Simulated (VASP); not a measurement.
# SrO (k07) (Fm-3m) in VASP: further runs, part 2 of 2

VASP 6.6.1. The steps go on from the part before.

**5. Relaxation of cell and atoms, PBEsol**

This run uses another cell than the first one, of 17.17 Å³/atom, 1.022 times its volume.

The input, INCAR:

```
PREC = Accurate
ENCUT = 600
EDIFF = 1E-7
ISMEAR = 0
SIGMA = 0.02
LREAL = False
LASPH = True
NELM = 120
ALGO = Normal
ISIF = 3
LWAVE = False
LCHARG = False
GGA = PS
IBRION = 2
NSW = 100
EDIFFG = -0.002
GGA_COMPAT = False
NELMIN = 4
```

The input, KPOINTS:

```
Automatic mesh
0
Gamma
  10 10 10
```

The input, POSCAR:

```
SrO
1.0
    0.0000000000      2.5800000000      2.5800000000
    2.5800000000      0.0000000000      2.5800000000
    2.5800000000      2.5800000000      0.0000000000
Sr O
1 1
Direct
    0.0000000000      0.0000000000      0.0000000000
    0.5000000000      0.5000000000      0.5000000000
```

Potentials or basis: VASP PAW PBE potentials, release 64 (Sr_sv, O).

On the command line:

```sh
$ cat potpaw_PBE.64/Sr_sv/POTCAR potpaw_PBE.64/O/POTCAR > POTCAR
$ mpirun -np 1 vasp_std > vasp.out
```

OUTCAR:

```text
PREC = Accurate
   ENCUT = 600
   EDIFF = 1E-7
   ISMEAR = 0
   LREAL = False
   LASPH = True
   NELM = 120
   ISIF = 3
   GGA = PS
   IBRION = 2
   NSW = 100
   EDIFFG = -0.002
   NELMIN = 4

 ion  position               nearest neighbor table
   1  0.000  0.000  0.000-   2 2.58   2 2.58   2 2.58   2 2.58   2 2.58   2 2.58
   2  0.500  0.500  0.500-   1 2.58   1 2.58   1 2.58   1 2.58   1 2.58   1 2.58

  LATTYP: Found a face centered cubic cell.
 ALAT       =     5.1600000000

  Lattice vectors:

 A1 = (   0.0000000000,   2.5800000000,   2.5800000000)
 A2 = (   2.5800000000,   0.0000000000,   2.5800000000)
 A3 = (   2.5800000000,   2.5800000000,   0.0000000000)

Analysis of symmetry for initial positions (statically):
=====================================================================
 Subroutine PRICEL returns:
 Original cell was already a primitive cell.

 Routine SETGRP: Setting up the symmetry group for a
 face centered cubic supercell.

 Subroutine GETGRP returns: Found 48 space group operations
 (whereof 48 operations were pure point group operations)
 out of a pool of 48 trial point group operations.

The static configuration has the point symmetry O_h .

Analysis of symmetry for dynamics (positions and initial velocities):
=====================================================================
 Subroutine PRICEL returns:
 Original cell was already a primitive cell.
[... 231 lines left out ...]

 Free energy of the ion-electron system (eV)
  ---------------------------------------------------
  ext. energy  EPLUGINS =         0.00000000
  ---------------------------------------------------
  free energy    TOTEN  =       -12.64178148 eV

  energy without entropy =      -12.64178148  energy(sigma->0) =      -12.64178148

 E-fermi :   1.6162     XC(G=0): -10.3043

 val. band max:        1.5143044889   @ k =   0.0000   0.0000   0.0000
 cond. band min:       4.6667678968   @ k =   0.5000   0.5000   0.0000
 fundamental gap:      3.1524634079
 Fermi energy:         1.6162432126

 k-point     1 :       0.0000    0.0000    0.0000
  band No.  band energies     occupation
      1     -30.7024      2.00000
      2     -13.4906      2.00000
      3     -12.3491      2.00000
      4     -12.3491      2.00000
      5     -12.3491      2.00000
      6       1.5143      2.00000
      7       1.5143      2.00000
      8       1.5143      2.00000
      9       5.3779      0.00000
     10       7.6892      0.00000
     11       7.6892      0.00000
     12       7.6892      0.00000
[... 331 lines left out ...]
 k-point    24 :       0.4000    0.3000    0.0000
  band No.  band energies     occupation
      1     -30.5507      2.00000
      2     -14.2448      2.00000
      3     -12.7154      2.00000
      4     -12.6403      2.00000
      5     -12.1448      2.00000
      6       0.4345      2.00000
      7       1.2017      2.00000
      8       1.2813      2.00000
      9       5.3583      0.00000
     10       8.6344      0.00000
     11      11.0545      0.00000
     12      11.2491      0.00000

 [... further k-points ...]

------------------------ aborting loop because EDIFF is reached ----------------------------------------

  FORCE on cell =-STRESS in cart. coord.  units (eV):
  Direction    XX          YY          ZZ          XY          YZ          ZX
  --------------------------------------------------------------------------------------
  -------------------------------------------------------------------------------------
  Total        0.0002154      0.0002154      0.0002154      0.0000000      0.0000000      0.0000000
  in kB        0.0102120      0.0102120      0.0102120      0.0000000      0.0000000      0.0000000
  external PRESSURE =       0.0102120 kB  Pullay stress =       0.0000000 kB
[... 17 lines left out ...]
  FREE ENERGIE OF THE ION-ELECTRON SYSTEM (eV)
  ---------------------------------------------------
  free  energy   TOTEN  =       -12.6417814774 eV

  energy  without entropy=      -12.6417814774  energy(sigma->0) =      -12.64178148

 reached required accuracy - stopping structural energy minimisation
```

CONTCAR:

```text
SrO
   1.00000000000000
     0.0000000000000000    2.5661335764143924    2.5661335764143924
     2.5661335764143924    0.0000000000000000    2.5661335764143924
     2.5661335764143924    2.5661335764143924   -0.0000000000000000
  Sr              O
     1     1
Direct
     0.0000000000000000    0.0000000000000000    0.0000000000000000
     0.5000000000000000    0.5000000000000000    0.5000000000000000

  0.00000000E+00  0.00000000E+00  0.00000000E+00
  0.00000000E+00  0.00000000E+00  0.00000000E+00
```

Run time: 60 s. Hardware: 1 thread of Intel Xeon 6975P-C, shared host; peak memory 0.19 GiB.

Results:

| Quantity | Value |
| --- | --- |
| Free energy | -12.6418 eV |
| Relaxed volume | 16.90 Å³/atom |
| Relaxed cell | a = 3.629 Å, b = 3.629 Å, c = 3.629 Å, α = 60.00°, β = 60.00°, γ = 60.00° |
| Space group after relaxing (to 0.05 Å) | Fm-3m (No. 225) |
| Energy gained by relaxing | 1.3 meV/atom |
| Ionic steps | 3 |
| Pressure after relaxing | 0.0 GPa |
| Band gap on the k mesh | 3.15 eV, indirect (least direct gap 3.24 eV) |

The path:
```csv
step,energy change (eV),largest force (eV/Å),pressure (GPa),volume (Å³)
1,0.0000,0.0000,-1.46,34.35
2,-0.0021,0.0000,0.62,33.58
3,-0.0025,0.0000,0.00,33.80
```

Final structure:
```
Sr O
1.0
     0.00000    2.56613    2.56613
     2.56613    0.00000    2.56613
     2.56613    2.56613    0.00000
Sr O
1 1
Direct
  0.00000 0.00000 0.00000
  0.50000 0.50000 0.50000
```

Levels at points of the mesh, in eV from the valence-band top:
```csv
k point,band 5,band 6,band 7,band 8,band 9,band 10,band 11,band 12
"(0.00, 0.00, 0.00)",-13.86,0.00,0.00,0.00,3.86,6.17,6.17,6.17
"(0.50, 0.00, 0.00)",-12.67,-2.24,-1.16,-1.16,6.51,8.33,8.88,8.88
"(0.50, 0.50, 0.00)",-14.25,-0.43,-0.08,-0.08,3.15,7.81,10.23,10.27
```

Caveat: the PAW data sets were made with another functional, which shifts forces and pressure a little.

**6. Overview**

| task | cell | smearing | gap on the mesh (eV) | pressure (GPa) |
| --- | --- | --- | --- | --- |
| single point | a = 3.622 Å, angles 60.0°, 2 atoms | gaussian 0.02 eV | 3.15 | 0.5 |
| single point | a = 3.622 Å, angles 60.0°, 2 atoms | gaussian 0.01 eV | 3.15 | 0.5 |
| relaxation of cell and atoms | relaxed from a = 3.649 Å, angles 60.0°, 2 atoms | gaussian 0.02 eV | 3.15 | 0.0 |

Alike in all rows: level PBEsol; potentials or basis VASP PAW PBE potentials, release 64 (Sr_sv, O); no spin polarisation; k mesh 10 × 10 × 10; cutoff (eV) 600.

Caveats: the PAW data sets were made with another functional, which shifts forces and pressure a little.

Absolute energies hang on the potentials; compare differences alone.
